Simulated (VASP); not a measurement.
# MgS (I-4m2) in VASP: notebook

The runs below take MgS through single point, with PBEsol.

All numbers are computed with VASP 6.6.1; they aren't measurements. Logs are shortened: lines on timing, memory, paths and dates and some standing lists are left out, and cuts for length are marked.

### Step 1. The cell of the first run

Symmetry: I-4m2, No. 119, tetragonal system. Conventional cell: a = 4.060 Å, b = 4.060 Å, c = 5.666 Å, α = 90.00°, β = 90.00°, γ = 90.00°. Mg (site symmetry -4m2) has 4 S at 2.48 Å within 3.3 Å. Within 3.3 Å of S (site symmetry -4m2) lie 4 Mg at 2.48 Å.

### Step 2. Single point, PBEsol

INCAR

```
  PREC = Accurate
  ENCUT = 520
  EDIFF = 1E-6
  ISMEAR = 0
  SIGMA = 0.02
  LREAL = F
  LASPH = T
  NELM = 80
  ALGO = Normal
  ISIF = 2
  LWAVE = F
  LCHARG = F
  GGA = PS
  NBANDS = 11
```

KPOINTS

```
Automatic mesh
0
Gamma
  6 6 6
```

POSCAR

```
MgS
1.0
    0.0000000000      2.8708949333      2.8331200000
    2.8708949333      0.0000000000      2.8331200000
    2.8708949333      2.8708949333      0.0000000000
Mg S
1 1
Direct
    0.0000000000      0.0000000000      0.0000000000
    0.7500000000      0.7500000000      0.7500000000
```

Potentials or basis: VASP PAW PBE potentials, release 64 (Mg, S).

On the command line:

```console
$ cat potpaw_PBE.64/Mg/POTCAR potpaw_PBE.64/S/POTCAR > POTCAR
$ mpirun -np 1 vasp_std > vasp.out
```

OUTCAR:

```text
PREC = Accurate
   ENCUT = 520
   EDIFF = 1E-6
   ISMEAR = 0
   LREAL = F
   LASPH = T
   NELM = 80
   ISIF = 2
   GGA = PS

 ion  position               nearest neighbor table
   1  0.000  0.000  0.000-   2 2.48   2 2.48   2 2.48   2 2.48
   2  0.750  0.750  0.750-   1 2.48   1 2.48   1 2.48   1 2.48

  LATTYP: Found a body centered tetragonal cell.
 ALAT       =     4.0600585508
 C/A-ratio  =     1.3956054892

  Lattice vectors:

 A1 = (   0.0000000000,  -2.8708949333,  -2.8331200000)
 A2 = (   0.0000000000,   2.8708949333,  -2.8331200000)
 A3 = (   2.8708949333,   0.0000000000,   2.8331200000)

Analysis of symmetry for initial positions (statically):
=====================================================================
 Subroutine PRICEL returns:
 Original cell was already a primitive cell.

 Routine SETGRP: Setting up the symmetry group for a
 body centered tetragonal supercell.

 Subroutine GETGRP returns: Found  8 space group operations
 (whereof  8 operations were pure point group operations)
 out of a pool of 16 trial point group operations.

The static configuration has the point symmetry D_2d.

Analysis of symmetry for dynamics (positions and initial velocities):
=====================================================================
 Subroutine PRICEL returns:
 Original cell was already a primitive cell.

 Routine SETGRP: Setting up the symmetry group for a
 body centered tetragonal supercell.

 Subroutine GETGRP returns: Found  8 space group operations
 (whereof  8 operations were pure point group operations)
 out of a pool of 16 trial point group operations.

The dynamic configuration has the point symmetry D_2d.

 Subroutine INISYM returns: Found  8 space group operations
 (whereof  8 operations are pure point group operations),
 and found     1 'primitive' translations

----------------------------------------------------------------------------------------

                                     Primitive cell

  volume of cell :      46.7014

  direct lattice vectors                    reciprocal lattice vectors
     0.000000000  2.870894933  2.833120000    -0.174161720  0.174161720  0.176483876
     2.870894933  0.000000000  2.833120000     0.174161720 -0.174161720  0.176483876
     2.870894933  2.870894933  0.000000000     0.174161720  0.174161720 -0.176483876

  length of vectors
     4.033436085  4.033436085  4.060058551     0.303003578  0.303003578  0.303003578

  position of ions in fractional coordinates (direct lattice)
     0.000000000  0.000000000  0.000000000
     0.750000000  0.750000000  0.750000000

  ion indices of the primitive-cell ions
   primitive index   ion index
                 1           1
                 2           2

----------------------------------------------------------------------------------------

 KPOINTS: Automatic mesh

Automatic generation of k-mesh.
 Grid dimensions read from file:
 generate k-points for:    6    6    6

 Generating k-lattice:

  Cartesian coordinates                     Fractional coordinates (reciprocal lattice)
    -0.029026953  0.029026953  0.029413979     0.166666667  0.000000000  0.000000000
     0.029026953 -0.029026953  0.029413979     0.000000000  0.166666667  0.000000000
     0.029026953  0.029026953 -0.029413979     0.000000000  0.000000000  0.166666667

  Length of vectors
     0.050500596  0.050500596  0.050500596

  Shift w.r.t. Gamma in fractional coordinates (k-lattice)
     0.000000000  0.000000000  0.000000000

 Subroutine IBZKPT returns following result:
 ===========================================

 Found     30 irreducible k-points:

 Following reciprocal coordinates:
            Coordinates               Weight
  0.000000  0.000000  0.000000      1.000000
  0.166667 -0.000000  0.000000      8.000000
  0.333333  0.000000  0.000000      8.000000
  0.500000 -0.000000  0.000000      4.000000
  0.166667  0.166667  0.000000      2.000000
  0.333333  0.166667  0.000000      8.000000
[... 16 lines left out ...]
  0.333333  0.000000  0.333333      4.000000
  0.500000 -0.000000  0.333333     16.000000
 [... further k-points ...]
   k-points           NKPTS =     30   k-points in BZ     NKDIM =     30   number of bands    NBANDS=     11
   number of dos      NEDOS =    301   number of ions     NIONS =      2
   total plane-waves  NPLWV =  27000
   dimension x,y,z NGX =    30 NGY =   30 NGZ =   30
   dimension x,y,z NGXF=    60 NGYF=   60 NGZF=   60
   ions per type =               1   1
   NGX,Y,Z   is equivalent  to a cutoff of  12.37, 12.37, 12.28 a.u.
   NGXF,Y,Z  is equivalent  to a cutoff of  24.73, 24.73, 24.57 a.u.
 SYSTEM =  unknown system
   PREC   = accura    normal or accurate (medium, high low for compatibility)
   ISTART =      0    job   : 0-new  1-cont  2-samecut
   ICHARG =      2    charge: 1-file 2-atom 10-const
   ISPIN  =      1    spin polarized calculation?
   LNONCOLLINEAR =      F non collinear calculations
   LSORBIT =      F    spin-orbit coupling
   LASPH  =      T    aspherical Exc in radial PAW
   ENCUT  =  520.0 eV  38.22 Ry    6.18 a.u.   7.50  7.50  7.55*2*pi/ulx,y,z
   NELM   =     80;   NELMIN=  2; NELMDL= -5     # of ELM steps
   EDIFF  = 0.1E-05   stopping-criterion for ELM
   LREAL  =      F    real-space projection
   EDIFFG = 0.1E-04   stopping-criterion for IOM
   NSW    =      0    number of steps for IOM
   IBRION =     -1    ionic relax: 0-MD 1-quasi-New 2-CG
   NFREE  =      0    steps in history (QN), initial steepest desc. (CG)
   ISIF   =      2    stress and relaxation
   ISYM   =      2    0-nonsym 1-usesym 2-fastsym
   POTIM  = 0.5000    time-step for ionic-motion
   TEBEG  =    0.0;   TEEND  =   0.0 temperature during run
   PSTRESS=    0.0 pullay stress
   NELECT =       8.0000    total number of electrons
   NUPDOWN=      -1.0000    fix difference up-down
   EMIN   =  10.00;   EMAX   =-10.00  energy-range for DOS
   EFERMI =   0.00;   METHOD = LEGACY
   ISMEAR =     0;   SIGMA  =   0.02  broadening in eV -4-tet -1-fermi 0-gaus
   EFERMI_NEDOS =   21; number of points for ismear=-14 and -15
   IALGO  =     38    algorithm
   IMIX   =      4    mixing-type and parameters
     AMIX     =   0.40;   BMIX     =  1.00
     AMIX_MAG =   1.60;   BMIX_MAG =  1.00
  volume/ion in A,a.u.               =      23.35       157.58
  Fermi-wavevector in a.u.,A,eV,Ry     =   0.909205  1.718148 11.247298  0.826653
  Thomas-Fermi vector in A             =   2.033222
   LORBIT       =      0    0 simple, 1 ext, 2 COOP (PROOUT), +10 PAW based schemes
   GGA     = PS    functional components
   LHFCALC =     F    Hartree Fock is set to
   AEXX    =    0.0000 exact exchange contribution
   IVDW    =     0    specifies the selected vdW correction
   LEPSILON=     F    determine dielectric tensor
   LRPA    =     F    only Hartree local field effects (RPA)
 non-spin polarized calculation
 Gauss-broadening in eV      SIGMA  =   0.02
  energy-cutoff  :      520.00
  volume of cell :       46.70
 maximum number of plane-waves:      1289
 NGX is ok and might be reduce to    30
   NGX = 15   NGY = 15   NGZ = 15

 number of electron       8.0000001 magnetization

 Free energy of the ion-electron system (eV)
  ---------------------------------------------------
  ext. energy  EPLUGINS =         0.00000000
  ---------------------------------------------------
  free energy    TOTEN  =        -8.90676854 eV

  energy without entropy =       -8.90676854  energy(sigma->0) =       -8.90676854

 E-fermi :   0.9965     XC(G=0):  -8.4660

 val. band max:        0.8478946613   @ k =   0.0000   0.0000   0.0000
 cond. band min:       3.9827398625   @ k =   0.0000   0.0000   0.0000
 fundamental gap:      3.1348452011
 Fermi energy:         0.9964533736

 k-point     1 :       0.0000    0.0000    0.0000
  band No.  band energies     occupation
      1     -10.3497      2.00000
      2       0.8148      2.00000
      3       0.8148      2.00000
      4       0.8479      2.00000
      5       3.9827      0.00000
      6       8.6210      0.00000
      7       8.6210      0.00000
      8       8.6318      0.00000
      9      11.4384      0.00000
     10      11.6537      0.00000
     11      14.1391      0.00000

 k-point     2 :       0.1667   -0.0000    0.0000
  band No.  band energies     occupation
      1     -10.2046      2.00000
      2      -0.2452      2.00000
      3       0.7208      2.00000
      4       0.7543      2.00000
      5       4.9958      0.00000
      6       8.3423      0.00000
      7       8.8527      0.00000
      8       8.8899      0.00000
      9      10.8693      0.00000
     10      11.0000      0.00000
     11      13.2622      0.00000

 k-point     3 :       0.3333    0.0000    0.0000
  band No.  band energies     occupation
      1      -9.8815      2.00000
      2      -1.6689      2.00000
      3       0.5503      2.00000
      4       0.6041      2.00000
      5       5.7221      0.00000
      6       8.5478      0.00000
      7       8.6415      0.00000
      8       8.7444      0.00000
      9      11.8406      0.00000
     10      11.8731      0.00000
     11      12.6111      0.00000

 k-point     4 :       0.5000   -0.0000    0.0000
  band No.  band energies     occupation
      1      -9.6988      2.00000
      2      -2.2610      2.00000
      3       0.4723      2.00000
      4       0.5354      2.00000
      5       5.7159      0.00000
      6       8.2624      0.00000
      7       8.3909      0.00000
      8       9.1128      0.00000
      9      13.3114      0.00000
     10      13.8096      0.00000
     11      13.9326      0.00000
[... 239 lines left out ...]
 k-point    22 :      -0.3333    0.5000    0.1667
  band No.  band energies     occupation
      1      -9.4752      2.00000
      2      -1.6121      2.00000
      3      -0.7349      2.00000
      4      -0.4317      2.00000
      5       5.6062      0.00000
      6       7.4272      0.00000
      7       9.9401      0.00000
      8      10.0351      0.00000
      9      12.9653      0.00000
     10      14.3964      0.00000
     11      14.5679      0.00000

 k-point    23 :       0.3333    0.0000    0.3333
  band No.  band energies     occupation
      1      -9.7343      2.00000
      2      -1.4795      2.00000
      3       0.0444      2.00000
      4       0.0489      2.00000
      5       5.2912      0.00000
      6       6.7705      0.00000
      7       9.7590      0.00000
      8      10.9847      0.00000
      9      11.1589      0.00000
     10      13.3660      0.00000
     11      16.1714      0.00000

 k-point    24 :       0.5000   -0.0000    0.3333
  band No.  band energies     occupation
      1      -9.5512      2.00000
      2      -1.7655      2.00000
      3      -0.5182      2.00000
      4      -0.0177      2.00000
      5       5.2713      0.00000
      6       7.0953      0.00000
      7       9.9694      0.00000
      8      11.0409      0.00000
      9      12.2303      0.00000
     10      14.1946      0.00000
     11      15.0672      0.00000

 [... further k-points ...]
[... 5 lines left out ...]
  --------------------------------------------------------------------------------------
  -------------------------------------------------------------------------------------
  Total       -0.5935902     -0.5935902     -0.5133649      0.0000000      0.0000000      0.0000000
  in kB      -20.3642192    -20.3642192    -17.6119406      0.0000000      0.0000000      0.0000000
  external PRESSURE =     -19.4467930 kB  Pullay stress =       0.0000000 kB

 VOLUME and BASIS-vectors are now :
 -----------------------------------------------------------------------------
  energy-cutoff  :      520.00
  volume of cell :       46.70
      direct lattice vectors                 reciprocal lattice vectors
     0.000000000  2.870894933  2.833120000    -0.174161720  0.174161720  0.176483876
     2.870894933  0.000000000  2.833120000     0.174161720 -0.174161720  0.176483876
     2.870894933  2.870894933  0.000000000     0.174161720  0.174161720 -0.176483876

 POSITION                                       TOTAL-FORCE (eV/Angst)
 -----------------------------------------------------------------------------------
      0.00000      0.00000      0.00000         0.000000      0.000000      0.000000
      4.30634      4.30634      4.24968        -0.000000     -0.000000     -0.000000
 -----------------------------------------------------------------------------------
    total drift:                                0.000000      0.000000      0.000000

  FREE ENERGIE OF THE ION-ELECTRON SYSTEM (eV)
  ---------------------------------------------------
  free  energy   TOTEN  =        -8.9067685417 eV

  energy  without entropy=       -8.9067685417  energy(sigma->0) =       -8.90676854
```

Run time: 12 s. Hardware: 1 thread of Intel Xeon Platinum 8259CL at 2.50GHz (Skylake/Cascade Lake), shared host; peak memory 0.17 GiB.

What came out:

* Free energy: -8.9068 eV
* Pressure: -1.9 GPa
* Band gap on the k mesh: 3.13 eV, direct

Stress tensor (GPa, compression positive):
```
-2.04  0.00  0.00
 0.00 -2.04  0.00
 0.00  0.00 -1.76
```

Levels at points of the mesh, in eV from the valence-band top:
| k point | band 1 | band 2 | band 3 | band 4 | band 5 | band 6 | band 7 | band 8 | band 9 |
| --- | --- | --- | --- | --- | --- | --- | --- | --- | --- |
| (0.00, 0.00, 0.00) | -11.20 | -0.03 | -0.03 | 0.00 | 3.13 | 7.77 | 7.77 | 7.78 | 10.59 |
| (0.50, 0.00, 0.00) | -10.55 | -3.11 | -0.38 | -0.31 | 4.87 | 7.41 | 7.54 | 8.26 | 12.46 |
| (0.50, 0.50, 0.00) | -10.32 | -2.75 | -1.08 | -1.08 | 3.69 | 5.42 | 10.83 | 11.87 | 11.87 |
| (0.50, 0.00, 0.50) | -10.34 | -2.81 | -1.02 | -1.01 | 3.72 | 5.52 | 10.68 | 11.80 | 12.05 |

Caveat: the PAW data sets were made with another functional, which shifts forces and pressure a little. A hybrid or GW would open this gap; PBEsol tends to underestimate it.

### Step 3. Single point, PBEsol

This run uses another cell than the first one, of 23.66 Å³/atom, 1.013 times its volume.

INCAR

```
SYSTEM = MgS
ALGO = Normal ; EDIFF = 1E-6
ENCUT = 520 ; GGA = PS
ISIF = 2 ; ISMEAR = 0
LASPH = .True. ; LCHARG = .False.
LREAL = .False. ; LWAVE = .False.
NBANDS = 11 ; NELM = 60
PREC = Accurate ; SIGMA = 0.02
```

KPOINTS

```
k-points
0
Gamma
  6 6 6
  0 0 0
```

POSCAR

```
MgS
1.0
    0.0000000000      2.8897824000      2.8331200000
    2.8897824000      0.0000000000      2.8331200000
    2.8897824000      2.8897824000      0.0000000000
Mg S
1 1
Direct
    0.0000000000      0.0000000000      0.0000000000
    0.7500000000      0.7500000000      0.7500000000
```

Potentials or basis: VASP PAW PBE potentials, release 64 (Mg, S).

On the command line:

```console
$ cat potpaw_PBE.64/Mg/POTCAR potpaw_PBE.64/S/POTCAR > POTCAR
$ mpirun -np 1 vasp_std > vasp.out
```

OUTCAR:

```text
SYSTEM = MgS
   EDIFF = 1E-6
   ENCUT = 520
   GGA = PS
   ISIF = 2
   ISMEAR = 0
   LASPH = .True.
   LREAL = .False.
   NELM = 60
   PREC = Accurate

 ion  position               nearest neighbor table
   1  0.000  0.000  0.000-   2 2.49   2 2.49   2 2.49   2 2.49
   2  0.750  0.750  0.750-   1 2.49   1 2.49   1 2.49   1 2.49

  LATTYP: Found a body centered tetragonal cell.
 ALAT       =     4.0867694624
 C/A-ratio  =     1.3864838847

  Lattice vectors:

 A1 = (   0.0000000000,  -2.8897824000,  -2.8331200000)
 A2 = (   0.0000000000,   2.8897824000,  -2.8331200000)
 A3 = (   2.8897824000,   0.0000000000,   2.8331200000)

Analysis of symmetry for initial positions (statically):
=====================================================================
 Subroutine PRICEL returns:
 Original cell was already a primitive cell.

 Routine SETGRP: Setting up the symmetry group for a
 body centered tetragonal supercell.

 Subroutine GETGRP returns: Found  8 space group operations
 (whereof  8 operations were pure point group operations)
 out of a pool of 16 trial point group operations.

The static configuration has the point symmetry D_2d.
[... 164 lines left out ...]
 cond. band min:       3.8420758597   @ k =   0.0000   0.0000   0.0000
 fundamental gap:      3.0618162275
 Fermi energy:         0.8994047927

 k-point     1 :       0.0000    0.0000    0.0000
  band No.  band energies     occupation
      1     -10.3864      2.00000
      2       0.7318      2.00000
      3       0.7318      2.00000
      4       0.7803      2.00000
      5       3.8421      0.00000
      6       8.5083      0.00000
      7       8.5083      0.00000
      8       8.5233      0.00000
      9      11.2797      0.00000
     10      11.5956      0.00000
     11      13.9547      0.00000
[... 309 lines left out ...]
 k-point    24 :       0.5000    0.0000    0.3333
  band No.  band energies     occupation
      1      -9.6133      2.00000
      2      -1.8180      2.00000
      3      -0.5704      2.00000
      4      -0.0735      2.00000
      5       5.1987      0.00000
      6       7.0012      0.00000
      7       9.7881      0.00000
      8      10.9115      0.00000
      9      12.0556      0.00000
     10      14.0374      0.00000
     11      14.8934      0.00000

 [... further k-points ...]
[... 5 lines left out ...]
  --------------------------------------------------------------------------------------
  -------------------------------------------------------------------------------------
  Total       -0.8070919     -0.8070919     -0.6835249      0.0000000     -0.0000000      0.0000000
  in kB      -27.3280296    -27.3280296    -23.1440656      0.0000000     -0.0000000      0.0000000
  external PRESSURE =     -25.9333749 kB  Pullay stress =       0.0000000 kB

 VOLUME and BASIS-vectors are now :
 -----------------------------------------------------------------------------
  energy-cutoff  :      520.00
  volume of cell :       47.32
      direct lattice vectors                 reciprocal lattice vectors
     0.000000000  2.889782400  2.833120000    -0.173023408  0.173023408  0.176483876
     2.889782400  0.000000000  2.833120000     0.173023408 -0.173023408  0.176483876
     2.889782400  2.889782400  0.000000000     0.173023408  0.173023408 -0.176483876

 POSITION                                       TOTAL-FORCE (eV/Angst)
 -----------------------------------------------------------------------------------
      0.00000      0.00000      0.00000        -0.000000      0.000000     -0.000000
      4.33467      4.33467      4.24968         0.000000     -0.000000      0.000000
 -----------------------------------------------------------------------------------
    total drift:                                0.000000      0.000000      0.000000

  FREE ENERGIE OF THE ION-ELECTRON SYSTEM (eV)
  ---------------------------------------------------
  free  energy   TOTEN  =        -8.8977149249 eV

  energy  without entropy=       -8.8977149249  energy(sigma->0) =       -8.89771492
```

OSZICAR:

```text
N       E                     dE             d eps       ncg     rms          rms(c)
DAV:   1     0.245735203059E+02    0.24574E+02   -0.33076E+03   660   0.573E+02
DAV:   2    -0.737653175284E+01   -0.31950E+02   -0.30929E+02   817   0.982E+01
DAV:   3    -0.937207697681E+01   -0.19955E+01   -0.19925E+01   805   0.271E+01
DAV:   4    -0.938908318487E+01   -0.17006E-01   -0.17004E-01   818   0.300E+00
DAV:   5    -0.938929889117E+01   -0.21571E-03   -0.21570E-03   817   0.333E-01    0.363E+00
DAV:   6    -0.893418161248E+01    0.45512E+00   -0.11603E+00   744   0.387E+00    0.261E+00
DAV:   7    -0.889648622800E+01    0.37695E-01   -0.22710E-01   777   0.187E+00    0.197E+00
DAV:   8    -0.889836833814E+01   -0.18821E-02   -0.16106E-02   765   0.759E-01    0.101E+00
DAV:   9    -0.889761796741E+01    0.75037E-03   -0.18909E-03   777   0.211E-01    0.375E-01
DAV:  10    -0.889770014085E+01   -0.82173E-04   -0.26600E-04   774   0.778E-02    0.355E-02
DAV:  11    -0.889771587685E+01   -0.15736E-04   -0.17060E-05   774   0.212E-02    0.585E-02
DAV:  12    -0.889771492486E+01    0.95199E-06   -0.21632E-06   793   0.612E-03
   1 F= -.88977149E+01 E0= -.88977149E+01  d E =-.202003E-19
```

Run time: 14 s. Hardware: 1 thread of Intel Xeon Platinum 8259CL at 2.50GHz (Skylake/Cascade Lake), shared host; peak memory 0.17 GiB.

What came out:

```
Free energy            : -8.8977 eV
Pressure               : -2.6 GPa
Band gap on the k mesh : 3.06 eV, direct
```

Stress tensor (GPa, compression positive):
```
-2.73  0.00  0.00
 0.00 -2.73  0.00
 0.00  0.00 -2.31
```

Levels at points of the mesh, in eV from the valence-band top:
```csv
k point,band 2,band 3,band 4,band 5,band 6,band 7
"(0.00, 0.00, 0.00)",-0.05,-0.05,0.00,3.06,7.73,7.73
"(0.50, 0.00, 0.00)",-3.08,-0.40,-0.30,4.81,7.35,7.55
"(0.50, 0.50, 0.00)",-2.71,-1.09,-1.09,3.68,5.36,10.75
"(0.50, 0.00, 0.50)",-2.80,-1.01,-1.00,3.72,5.50,10.53
```

Caveat: the PAW data sets were made with another functional, which shifts forces and pressure a little.
